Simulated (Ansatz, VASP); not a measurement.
## One calculation of Sc, two programs

```
Sc
1.0
     3.18287   -0.09926    0.05201
    -1.67740    2.77137   -0.07945
     0.08281   -0.09825    5.14457
Sc
2
Direct
  0.32191 0.63512 0.24236
  0.67809 0.36488 0.75764
```

Change from the starting cell: all atoms moved at random, cell strained at random.

Alike in both runs: task single point; functional PBEsol; k mesh 14 × 14 × 8; occupations gaussian, width 0.1 eV; no spin polarisation.

|  | VASP | Ansatz |
| --- | --- | --- |
| version | VASP 6.6.1 | Ansatz 0.2.0 |
| potentials or method | VASP PAW PBE potentials, release 64 (Sc_sv), cutoff 520 eV | scalar-relativistic, plane waves, PAW |
| valence electrons in the cell | 22 | 22 |

Ansatz gave:

```
gap on the k mesh at the Fermi level (eV)                     : none
pressure (GPa)                                                : 4.1
traceless stress, the component that is largest in VASP (GPa) : 2.27
rms of the force components (eV/Å)                            : 0.242
```

Question: Estimate VASP's values.

Answer: gap on the k mesh at the Fermi level (eV): none; pressure (GPa): 4.1; traceless stress, the component that is largest in VASP (GPa): 2.27; rms of the force components (eV/Å): 0.243.

VASP's potentials were made for PBE, not for PBEsol. Atom by atom the forces differ by 0.001 eV/Å (rms over components). A gap of «none» marks a metal or a gap that the smearing closes. The functional is the same, so the differences come from potentials, cutoffs and numerics.
